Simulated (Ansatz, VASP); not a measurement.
**MgO in VASP and in Ansatz**

Contents of INCAR:

```
SYSTEM = MgO
PREC = Accurate
ENCUT = 600
EDIFF = 1E-6
ISMEAR = 0
SIGMA = 0.02
LREAL = .FALSE.
LASPH = .TRUE.
NELM = 120
ALGO = Normal
ISIF = 2
LWAVE = .FALSE.
LCHARG = .FALSE.
GGA = PE
NBANDS = 11
GGA_COMPAT = .FALSE.
```

Contents of KPOINTS:

```
regular mesh
0
G
  10 10 10
  0 0 0
```

The input POSCAR:

```
MgO
1.0
    0.0000000000      2.0612936052      2.0612936052
    2.0612936052      0.0000000000      2.0612936052
    2.0612936052      2.0612936052      0.0000000000
Mg O
1 1
Direct
    0.0000000000      0.0000000000      0.0000000000
    0.5000000000      0.5000000000      0.5000000000
```

Input for Ansatz:

```yaml
crystal:
  lattice:
    - [0.0, 2.0612936052, 2.0612936052]
    - [2.0612936052, 0.0, 2.0612936052]
    - [2.0612936052, 2.0612936052, 0.0]
  atoms:
    - { symbol: Mg, position: [0.0, 0.0, 0.0] }
    - { symbol: O, position: [0.5, 0.5, 0.5] }
basis: {}
kpoints:
  mp_grid: { grid: [10, 10, 10] }
hamiltonian:
  xc: pbe
  pseudopotentials: { kind: all_electron, lapw: {} }
scf:
  occupations: { method: gaussian, width: 0.02 }
output:
  forces: true
  stress: true
  eigenvalues: true
```

Alike in both runs: task single point; functional PBE; k mesh 10 × 10 × 10; occupations gaussian, width 0.02 eV; no spin polarisation.

```csv
,VASP,Ansatz
version,VASP 6.6.1,Ansatz 0.2.0
potentials or method,"VASP PAW PBE potentials, release 64 (Mg, O), cutoff 600 eV","scalar-relativistic, all-electron LAPW"
```

```csv
,VASP,Ansatz,Ansatz less VASP
gap on the k mesh at the Fermi level (eV),5.38,5.39,+0.008
least direct gap on the mesh (eV),5.38,5.39,+0.008
pressure (GPa),16.0,17.1,+1.02
```

Ansatz ran all-electron here, and VASP with PAW potentials.
